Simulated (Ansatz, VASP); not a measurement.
# Ge in VASP and in Ansatz

INCAR

```
SYSTEM = Ge
PREC = Accurate
ENCUT = 520
EDIFF = 1E-6
ISMEAR = 0
SIGMA = 0.15
LREAL = .False.
LASPH = .True.
NELM = 80
ALGO = Normal
ISIF = 2
LWAVE = .False.
LCHARG = .True.
GGA = PS
LELF = .True.
LVHAR = .True.
NBANDS = 21
```

File KPOINTS:

```
Automatic mesh
0
Gamma
  18 18 18
  0 0 0
```

File POSCAR:

```
Ge
1.0
    0.0000000000      2.9230171483      2.8378807265
    2.9230171483      0.0000000000      2.8378807265
    2.9230171483      2.9230171483      0.0000000000
Ge
2
Direct
    0.5000000000      0.5000000000      0.5000000000
    0.7500000000      0.7500000000      0.7500000000
```

Input for Ansatz:

```yaml
crystal:
  lattice:
    - [0.0, 2.9230171483, 2.8378807265]
    - [2.9230171483, 0.0, 2.8378807265]
    - [2.9230171483, 2.9230171483, 0.0]
  atoms:
    - { symbol: Ge, position: [0.5, 0.5, 0.5] }
    - { symbol: Ge, position: [0.75, 0.75, 0.75] }
basis:
  ecutwfc: 420
kpoints:
  mp_grid: { grid: [18, 18, 18] }
hamiltonian:
  xc: pbesol
scf:
  occupations: { method: gaussian, width: 0.15 }
output:
  forces: true
  stress: true
  eigenvalues: true
```

Change from the starting cell: strain +0.030 along x and y, +0.000 along z, atoms carried along.

Alike in both runs: task single point; functional PBEsol; k mesh 18 × 18 × 18; occupations gaussian, width 0.15 eV; no spin polarisation.

|  | VASP | Ansatz |
| --- | --- | --- |
| version | VASP 6.6.1 | Ansatz 0.2.0 |
| potentials or method | VASP PAW PBE potentials, release 64 (Ge_d), cutoff 520 eV | scalar-relativistic, plane waves, PAW |
| valence electrons in the cell | 28 | 28 |

```csv
,VASP,Ansatz,Ansatz less VASP
gap on the k mesh at the Fermi level (eV),none,none,-
pressure (GPa),-3.5,-3.4,+0.07
"traceless stress, the component that is largest in VASP (GPa)",1.25,1.24,-0.005
```

VASP's potentials were made for PBE, not for PBEsol. A gap of «none» marks a metal or a gap that the smearing closes.
